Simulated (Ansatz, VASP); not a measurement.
# One calculation of Na, two programs

File INCAR:

```
  PREC = Accurate
  ENCUT = 520
  EDIFF = 1E-7
  ISMEAR = 0
  SIGMA = 0.15
  LREAL = F
  LASPH = T
  NELM = 60
  ALGO = Fast
  ISIF = 2
  LWAVE = F
  LCHARG = T
  LELF = T
  LVHAR = T
  NBANDS = 10
```

The input KPOINTS:

```
regular mesh
0
Gamma
  20 20 20
```

The input POSCAR:

```
Na
1.0
   -1.9934069421      1.9934069421      2.3664734972
    1.9934069421     -1.9934069421      2.3664734972
    1.9934069421      1.9934069421     -2.3664734972
Na
1
Direct
    0.0000000000      0.0000000000      0.0000000000
```

Input for Ansatz:

```yaml
crystal:
  lattice:
    - [-1.9934069421, 1.9934069421, 2.3664734972]
    - [1.9934069421, -1.9934069421, 2.3664734972]
    - [1.9934069421, 1.9934069421, -2.3664734972]
  atoms:
    - { symbol: Na, position: [0.0, 0.0, 0.0] }
basis:
  ecutwfc: 420
kpoints:
  mp_grid: { grid: [20, 20, 20] }
hamiltonian:
  xc: lda
scf:
  occupations: { method: gaussian, width: 0.15 }
output:
  forces: true
  stress: true
  eigenvalues: true
```

Alike in both runs: task single point; functional LDA; k mesh 20 × 20 × 20; occupations gaussian, width 0.15 eV; no spin polarisation.

|  | VASP | Ansatz |
| --- | --- | --- |
| version | VASP 6.6.1 | Ansatz 0.2.0 |
| potentials or method | VASP PAW LDA potentials, release 64 (Na_pv), cutoff 520 eV | scalar-relativistic, plane waves, PAW |
| valence electrons in the cell | 7 | 9 |

```tsv
	VASP	Ansatz	Ansatz less VASP
gap on the k mesh at the Fermi level (eV)	none	none	-
pressure (GPa)	-0.9	-0.9	+0.02
```

LDA's correlation is that of Perdew and Zunger in VASP and of Perdew and Wang (1992) in Ansatz. A gap of «none» marks a metal or a gap that the smearing closes. VASP's potentials hold 7 valence electrons a cell and Ansatz's 9, so a difference there can come from the potentials and not from the codes.
